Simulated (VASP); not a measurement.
Crystal: AgCl.

```
Ag Cl
1.0
     0.00000    2.77319    2.77319
     2.77319    0.00000    2.77319
     2.77319    2.77319    0.00000
Ag Cl
1 1
Direct
  0.00000 0.00000 0.00000
  0.50000 0.50000 0.50000
```

Base run:

```yaml
Program: VASP 6.6.1
Functional: r2SCAN
Potentials_or_basis: VASP PAW PBE potentials, release 64 (Ag, Cl)
Cutoff: 520 eV
k_mesh: 8 × 8 × 8
Occupations: gaussian, width 0.01 eV
Spin: no spin polarisation
```

Its results: band gap on the k mesh 1.42 eV, indirect (least direct gap 3.70 eV); pressure -0.1 GPa.

Problem. The run is repeated on the same cell with these changes: functional from r2SCAN to LDA; potentials or basis from VASP PAW PBE potentials, release 64 (Ag, Cl) to VASP PAW LDA potentials, release 64 (Ag, Cl). What comes out?

Solution. Band gap on the k mesh 0.64 eV, indirect (least direct gap 2.95 eV); pressure -5.6 GPa.

Caveats: the PAW data sets were made with another functional, which shifts forces and pressure a little (some runs).

A k mesh can miss the band edges.
